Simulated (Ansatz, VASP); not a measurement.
# NaCl in VASP and in Ansatz

```
Na Cl
1.0
     2.80211    0.00000    0.00000
     0.00000    2.80211    0.00000
     0.00000    0.00000    2.80211
Na Cl
1 1
Direct
  0.00000 0.00000 0.00000
  0.50000 0.50000 0.50000
```

Change from the starting cell: volume scaled by 0.9405.

Alike in both runs: task single point; functional PBE; k mesh 9 × 9 × 9; occupations fermi-dirac, width 0.03 eV; no spin polarisation.

|  | VASP | Ansatz |
| --- | --- | --- |
| version | VASP 6.6.1 | Ansatz 0.2.0 |
| potentials or method | VASP PAW PBE potentials, release 64 (Na_pv, Cl), cutoff 520 eV | all-electron LAPW, scalar-relativistic |

VASP gave:

| Property | Result |
| --- | --- |
| gap on the k mesh at the Fermi level (eV) | 4.53 |
| pressure (GPa) | 82.5 |

Which values does Ansatz return?

gap on the k mesh at the Fermi level (eV): 4.48; pressure (GPa): 82.1.

Both programs put the cell under a high pressure, so it lies far from rest at this level. Ansatz ran all-electron here, and VASP with PAW potentials.

Noted on VASP's run: the cell as given lies far from equilibrium.
